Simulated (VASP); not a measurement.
# AgAu (P4/mmm) in VASP: notebook

The runs below take AgAu through single point, with LDA.

All numbers are computed with VASP 6.6.1; they aren't measurements. Logs are shortened: lines on timing, memory, paths and dates and some standing lists are left out, and cuts for length are marked.

## 1. The cell of the first run

The structure is tetragonal, space group P4/mmm (No. 123). Conventional cell: a = 2.802 Å, b = 2.802 Å, c = 4.129 Å, α = 90.00°, β = 90.00°, γ = 90.00°. Within 3.7 Å of Au (site symmetry 4/mmm) lie 4 Au at 2.80 Å and 8 Ag at 2.86 Å. Ag (site symmetry 4/mmm) has 4 Ag at 2.80 Å and 8 Au at 2.86 Å within 3.7 Å.

## 2. Single point, LDA

Input file INCAR:

```
PREC     = Accurate       # precision mode
ENCUT    = 520            # plane-wave cutoff, eV
EDIFF    = 1E-6           # SCF threshold, eV
ISMEAR   = -1             # smearing method
SIGMA    = 0.1            # smearing width, eV
LREAL    = F              # projectors in reciprocal space
LASPH    = T              # aspherical terms in the spheres
NELM     = 100            # most SCF steps
ALGO     = Normal         # electronic algorithm
ISIF     = 2              # what is computed and relaxed
LWAVE    = F              # write WAVECAR
LCHARG   = F              # write CHGCAR
GGA      = CA             # functional
NBANDS   = 30             # bands
```

Input file KPOINTS:

```
regular mesh
0
Gamma
  4 4 4
```

Input file POSCAR:

```
AgAu
1.0
    4.1293551410      0.0000000000      0.0000000000
    0.0000000000      3.9620640592      0.0000000000
    0.0000000000      0.0000000000      3.9620640592
Au Ag
2 2
Direct
    0.0000000000      0.0000000000      0.0000000000
    0.0000000000      0.5000000000      0.5000000000
    0.5000000000      0.0000000000      0.5000000000
    0.5000000000      0.5000000000      0.0000000000
```

Potentials or basis: VASP PAW LDA potentials, release 64 (Au, Ag).

Run with:

```bash
$ cat potpaw_LDA.64/Au/POTCAR potpaw_LDA.64/Ag/POTCAR > POTCAR
$ mpirun -np 1 vasp_std > vasp.out
```

OUTCAR:

```text
PREC = Accurate
   ENCUT = 520
   EDIFF = 1E-6
   ISMEAR = -1
   LREAL = F
   LASPH = T
   NELM = 100
   ISIF = 2
   GGA = CA

 ion  position               nearest neighbor table
   1  0.000  0.000  0.000-   2 2.80   2 2.80   2 2.80   2 2.80   3 2.86   4 2.86   4 2.86   3 2.86
                             3 2.86   4 2.86   3 2.86   4 2.86
   2  0.000  0.500  0.500-   1 2.80   1 2.80   1 2.80   1 2.80   4 2.86   4 2.86   3 2.86   3 2.86
                             3 2.86   4 2.86   4 2.86   3 2.86
   3  0.500  0.000  0.500-   4 2.80   4 2.80   4 2.80   4 2.80   2 2.86   2 2.86   1 2.86   1 2.86
                             1 2.86   2 2.86   1 2.86   2 2.86
   4  0.500  0.500  0.000-   3 2.80   3 2.80   3 2.80   3 2.80   2 2.86   1 2.86   1 2.86   2 2.86
                             1 2.86   2 2.86   2 2.86   1 2.86

  LATTYP: Found a simple tetragonal cell.
 ALAT       =     3.9620640592
 C/A-ratio  =     1.0422232148

  Lattice vectors:

 A1 = (   0.0000000000,   3.9620640592,   0.0000000000)
 A2 = (   0.0000000000,   0.0000000000,   3.9620640592)
 A3 = (   4.1293551410,   0.0000000000,   0.0000000000)

Analysis of symmetry for initial positions (statically):
=====================================================================
 Subroutine PRICEL returns following result:

  LATTYP: Found a simple tetragonal cell.
 ALAT       =     2.8016023638
 C/A-ratio  =     1.4739262054

  Lattice vectors:

 A1 = (   0.0000000000,   1.9810320296,  -1.9810320296)
 A2 = (   0.0000000000,   1.9810320296,   1.9810320296)
 A3 = (   4.1293551410,   0.0000000000,   0.0000000000)

   2 primitive cells build up your supercell.

 Routine SETGRP: Setting up the symmetry group for a
 simple tetragonal supercell.

 Subroutine GETGRP returns: Found 16 space group operations
 (whereof 16 operations were pure point group operations)
 out of a pool of 16 trial point group operations.

The static configuration has the point symmetry D_4h.

Analysis of symmetry for dynamics (positions and initial velocities):
=====================================================================
 Subroutine PRICEL returns following result:

  LATTYP: Found a simple tetragonal cell.
 ALAT       =     2.8016023638
 C/A-ratio  =     1.4739262054

  Lattice vectors:

 A1 = (   0.0000000000,   1.9810320296,  -1.9810320296)
 A2 = (   0.0000000000,   1.9810320296,   1.9810320296)
 A3 = (   4.1293551410,   0.0000000000,   0.0000000000)

   2 primitive cells build up your supercell.

 Routine SETGRP: Setting up the symmetry group for a
 simple tetragonal supercell.

 Subroutine GETGRP returns: Found 16 space group operations
 (whereof 16 operations were pure point group operations)
 out of a pool of 16 trial point group operations.

The dynamic configuration has the point symmetry D_4h.

 Subroutine INISYM returns: Found 16 space group operations
 (whereof 16 operations are pure point group operations),
 and found     2 'primitive' translations

----------------------------------------------------------------------------------------

                                     Primitive cell

  volume of cell :      32.4112

  direct lattice vectors                    reciprocal lattice vectors
     0.000000000  1.981032030 -1.981032030     0.000000000  0.252393698 -0.252393698
     0.000000000  1.981032030  1.981032030     0.000000000  0.252393698  0.252393698
     4.129355141  0.000000000  0.000000000     0.242168563  0.000000000  0.000000000

  length of vectors
     2.801602364  2.801602364  4.129355141     0.356938591  0.356938591  0.242168563

  position of ions in fractional coordinates (direct lattice)
     0.000000000  0.000000000  0.000000000
     0.500000000  0.500000000  0.500000000

  ion indices of the primitive-cell ions
   primitive index   ion index
                 1           1
                 2           3

----------------------------------------------------------------------------------------

 KPOINTS: regular mesh

Automatic generation of k-mesh.
 Grid dimensions read from file:
 generate k-points for:    4    4    4

 Generating k-lattice:

  Cartesian coordinates                     Fractional coordinates (reciprocal lattice)
     0.060542141  0.000000000  0.000000000     0.250000000  0.000000000  0.000000000
     0.000000000  0.063098425  0.000000000     0.000000000  0.250000000  0.000000000
     0.000000000  0.000000000  0.063098425     0.000000000  0.000000000  0.250000000

  Length of vectors
     0.060542141  0.063098425  0.063098425

  Shift w.r.t. Gamma in fractional coordinates (k-lattice)
     0.000000000  0.000000000  0.000000000

 Subroutine IBZKPT returns following result:
 ===========================================

 Found     18 irreducible k-points:

 Following reciprocal coordinates:
            Coordinates               Weight
  0.000000  0.000000  0.000000      1.000000
  0.250000  0.000000  0.000000      2.000000
  0.500000  0.000000  0.000000      1.000000
  0.000000  0.250000  0.000000      4.000000
  0.250000  0.250000  0.000000      8.000000
  0.500000  0.250000  0.000000      4.000000
[... 10 lines left out ...]
  0.250000  0.500000  0.500000      2.000000
  0.500000  0.500000  0.500000      1.000000
   k-points           NKPTS =     18   k-points in BZ     NKDIM =     18   number of bands    NBANDS=     30
   number of dos      NEDOS =    301   number of ions     NIONS =      4
   total plane-waves  NPLWV =  28800
   dimension x,y,z NGX =    32 NGY =   30 NGZ =   30
   dimension x,y,z NGXF=    64 NGYF=   60 NGZF=   60
   ions per type =               2   2
   NGX,Y,Z   is equivalent  to a cutoff of  12.88, 12.59, 12.59 a.u.
   NGXF,Y,Z  is equivalent  to a cutoff of  25.77, 25.18, 25.18 a.u.
 SYSTEM =  unknown system
   PREC   = accura    normal or accurate (medium, high low for compatibility)
   ISTART =      0    job   : 0-new  1-cont  2-samecut
   ICHARG =      2    charge: 1-file 2-atom 10-const
   ISPIN  =      1    spin polarized calculation?
   LNONCOLLINEAR =      F non collinear calculations
   LSORBIT =      F    spin-orbit coupling
   LASPH  =      T    aspherical Exc in radial PAW
   ENCUT  =  520.0 eV  38.22 Ry    6.18 a.u.   7.68  7.37  7.37*2*pi/ulx,y,z
   NELM   =    100;   NELMIN=  2; NELMDL= -5     # of ELM steps
   EDIFF  = 0.1E-05   stopping-criterion for ELM
   LREAL  =      F    real-space projection
   EDIFFG = 0.1E-04   stopping-criterion for IOM
   NSW    =      0    number of steps for IOM
   IBRION =     -1    ionic relax: 0-MD 1-quasi-New 2-CG
   NFREE  =      0    steps in history (QN), initial steepest desc. (CG)
   ISIF   =      2    stress and relaxation
   ISYM   =      2    0-nonsym 1-usesym 2-fastsym
   POTIM  = 0.5000    time-step for ionic-motion
   TEBEG  =    0.0;   TEEND  =   0.0 temperature during run
   PSTRESS=    0.0 pullay stress
   NELECT =      44.0000    total number of electrons
   NUPDOWN=      -1.0000    fix difference up-down
   EMIN   =  10.00;   EMAX   =-10.00  energy-range for DOS
   EFERMI =   0.00;   METHOD = LEGACY
   ISMEAR =    -1;   SIGMA  =   0.10  broadening in eV -4-tet -1-fermi 0-gaus
   EFERMI_NEDOS =   21; number of points for ismear=-14 and -15
   IALGO  =     38    algorithm
   IMIX   =      4    mixing-type and parameters
     AMIX     =   0.40;   BMIX     =  1.00
     AMIX_MAG =   1.60;   BMIX_MAG =  1.00
  volume/ion in A,a.u.               =      16.21       109.36
  Fermi-wavevector in a.u.,A,eV,Ry     =   1.438746  2.718835 28.163905  2.069989
  Thomas-Fermi vector in A             =   2.557678
   LORBIT       =      0    0 simple, 1 ext, 2 COOP (PROOUT), +10 PAW based schemes
   GGA     = CA    functional components
   LHFCALC =     F    Hartree Fock is set to
   AEXX    =    0.0000 exact exchange contribution
   IVDW    =     0    specifies the selected vdW correction
   LEPSILON=     F    determine dielectric tensor
   LRPA    =     F    only Hartree local field effects (RPA)
 non-spin polarized calculation
  energy-cutoff  :      520.00
  volume of cell :       64.82
 maximum number of plane-waves:      1775
 NGX is ok and might be reduce to    32
   NGX = 15   NGY = 15   NGZ = 15

 number of electron      44.0000012 magnetization

 Free energy of the ion-electron system (eV)
  ---------------------------------------------------
  ext. energy  EPLUGINS =         0.00000000
  ---------------------------------------------------
  free energy    TOTEN  =       -16.65302389 eV

  energy without entropy =      -16.58853262  energy(sigma->0) =      -16.62077825

 E-fermi :   9.4652     XC(G=0): -13.0872

 val. band max:        9.4460592724   @ k =   0.5000   0.5000   0.0000
 cond. band min:       9.4789820601   @ k =   0.2500   0.2500   0.0000
 fundamental gap:      0.0329227877
 Fermi energy:         9.4651874252

 k-point     1 :       0.0000    0.0000    0.0000
  band No.  band energies     occupation
      1       0.0671      2.00000
      2       2.2871      2.00000
      3       2.3906      2.00000
      4       2.4523      2.00000
      5       2.5503      2.00000
      6       2.6249      2.00000
[... 22 lines left out ...]
     29      19.7580      0.00000
     30      19.7581      0.00000

 k-point     2 :       0.2500    0.0000    0.0000
  band No.  band energies     occupation
      1       0.6717      2.00000
      2       2.6338      2.00000
      3       2.6502      2.00000
      4       2.7641      2.00000
      5       2.8558      2.00000
      6       3.0133      2.00000
[... 22 lines left out ...]
     29      18.7305      0.00000
     30      19.3632      0.00000

 k-point     3 :       0.5000    0.0000    0.0000
  band No.  band energies     occupation
      1       1.6180      2.00000
      2       2.9740      2.00000
      3       3.1012      2.00000
      4       3.1836      2.00000
      5       3.4108      2.00000
      6       3.5358      2.00000
[... 484 lines left out ...]
     29      22.9468      0.00000
     30      22.9877      0.00000

 k-point    18 :       0.5000    0.5000    0.5000
  band No.  band energies     occupation
      1       2.0724      2.00000
      2       2.0724      2.00000
      3       2.4362      2.00000
      4       2.4362      2.00000
      5       4.3228      2.00000
      6       4.3228      2.00000
[... 22 lines left out ...]
     29      23.9600      0.00000
     30      24.0059      0.00000

------------------------ aborting loop because EDIFF is reached ----------------------------------------

  FORCE on cell =-STRESS in cart. coord.  units (eV):
  Direction    XX          YY          ZZ          XY          YZ          ZX
  --------------------------------------------------------------------------------------
  -------------------------------------------------------------------------------------
  Total        0.1431424      0.1942348      0.1942348      0.0000000      0.0000000      0.0000000
  in kB        3.5379660      4.8007875      4.8007875      0.0000000      0.0000000      0.0000000
  external PRESSURE =       4.3798470 kB  Pullay stress =       0.0000000 kB

 VOLUME and BASIS-vectors are now :
 -----------------------------------------------------------------------------
  energy-cutoff  :      520.00
  volume of cell :       64.82
      direct lattice vectors                 reciprocal lattice vectors
     4.129355141  0.000000000  0.000000000     0.242168563  0.000000000  0.000000000
     0.000000000  3.962064059  0.000000000     0.000000000  0.252393698  0.000000000
     0.000000000  0.000000000  3.962064059     0.000000000  0.000000000  0.252393698

 POSITION                                       TOTAL-FORCE (eV/Angst)
 -----------------------------------------------------------------------------------
      0.00000      0.00000      0.00000         0.000000      0.000000     -0.000000
      0.00000      1.98103      1.98103         0.000000      0.000000     -0.000000
      2.06468      0.00000      1.98103         0.000000     -0.000000      0.000000
      2.06468      1.98103      0.00000         0.000000     -0.000000      0.000000
 -----------------------------------------------------------------------------------
    total drift:                                0.000000     -0.000000     -0.000000

  FREE ENERGIE OF THE ION-ELECTRON SYSTEM (eV)
  ---------------------------------------------------
  free  energy   TOTEN  =       -16.6530238856 eV

  energy  without entropy=      -16.5885326170  energy(sigma->0) =      -16.62077825
```

Run time: 39 s. Hardware: 1 thread of Intel Xeon 8259CL, shared host; peak memory 0.17 GiB.

What came out:

| Property | Result |
| --- | --- |
| Free energy | -16.6530 eV |
| Pressure | 0.4 GPa |
| Band gap on the k mesh | zero (bands 22 and 23 overlap by 1.65 eV) |

Levels at points of the mesh, in eV from the Fermi level:
| k point | band 18 | band 19 | band 20 | band 21 | band 22 | band 23 | band 24 | band 25 | band 26 | band 27 |
| --- | --- | --- | --- | --- | --- | --- | --- | --- | --- | --- |
| (0.00, 0.00, 0.00) | -2.28 | -2.15 | -2.15 | -1.45 | 0.74 | 1.46 | 1.46 | 6.00 | 6.16 | 8.36 |
| (0.50, 0.00, 0.00) | -3.41 | -3.29 | -2.55 | -2.53 | -1.45 | 5.63 | 5.78 | 5.78 | 6.78 | 6.78 |
| (0.00, 0.50, 0.00) | -3.58 | -3.11 | -3.11 | -2.24 | -2.24 | 5.92 | 5.92 | 6.03 | 6.03 | 6.70 |
| (0.50, 0.50, 0.00) | -3.63 | -3.56 | -3.56 | -0.97 | -0.97 | -0.02 | -0.02 | 9.24 | 9.24 | 9.91 |
| (0.00, 0.50, 0.50) | -3.74 | -3.16 | -3.16 | -0.44 | -0.44 | 0.11 | 0.11 | 8.66 | 8.66 | 8.83 |
| (0.50, 0.50, 0.50) | -2.38 | -2.13 | -2.13 | -0.93 | -0.93 | -0.77 | -0.77 | 2.75 | 2.75 | 4.65 |

Caveat: the k points lie up to 0.40 Å⁻¹ apart, too coarse for converged energies and pressures of a metal; spin-orbit coupling is left out, which moves the levels of the heavy elements.

## 3. Single point, LDA

Input file INCAR:

```
ALGO = Normal ; EDIFF = 1E-7
ENCUT = 520 ; ISIF = 2
ISMEAR = -1 ; LASPH = True
LCHARG = False ; LREAL = False
LWAVE = False ; NBANDS = 30
NELM = 80 ; PREC = Accurate
SIGMA = 0.1
```

Input file KPOINTS:

```
k-points
0
Gamma
  4 5 5
```

Input file POSCAR:

```
AgAu
1.0
    4.0695153185      0.0000000000      0.0000000000
    0.0000000000      3.9929056355      0.0000000000
    0.0000000000      0.0000000000      3.9929056355
Au Ag
2 2
Direct
    0.0000000000      0.0000000000      0.0000000000
    0.0000000000      0.5000000000      0.5000000000
    0.5000000000      0.0000000000      0.5000000000
    0.5000000000      0.5000000000      0.0000000000
```

Potentials or basis: VASP PAW LDA potentials, release 64 (Au, Ag).

Run with:

```bash
$ cat potpaw_LDA.64/Au/POTCAR potpaw_LDA.64/Ag/POTCAR > POTCAR
$ mpirun -np 1 vasp_std > vasp.out
```

Wall time 46 s (1 thread of Intel Xeon 8259CL, shared host); peak memory 0.17 GiB.

It converged, with:

```yaml
Free_energy: -16.7012 eV
Pressure: 0.5 GPa
Band_gap_on_the_k_mesh: zero (bands 22 and 23 overlap by 1.09 eV)
```

Stress tensor (GPa, compression positive):
```
0.36 0.00 0.00
0.00 0.54 0.00
0.00 0.00 0.54
```

Levels at points of the mesh, in eV from the Fermi level:
| k point | band 18 | band 19 | band 20 | band 21 | band 22 | band 23 | band 24 | band 25 | band 26 | band 27 |
| --- | --- | --- | --- | --- | --- | --- | --- | --- | --- | --- |
| (0.00, 0.00, 0.00) | -2.28 | -2.18 | -2.18 | -1.55 | 0.95 | 1.28 | 1.28 | 5.74 | 6.49 | 8.13 |
| (0.50, 0.00, 0.00) | -3.44 | -3.39 | -2.66 | -2.60 | -1.55 | 5.37 | 5.76 | 5.76 | 6.75 | 6.75 |

Caveat: the k points lie up to 0.39 Å⁻¹ apart, too coarse for converged energies and pressures of a metal; spin-orbit coupling is left out, which moves the levels of the heavy elements.
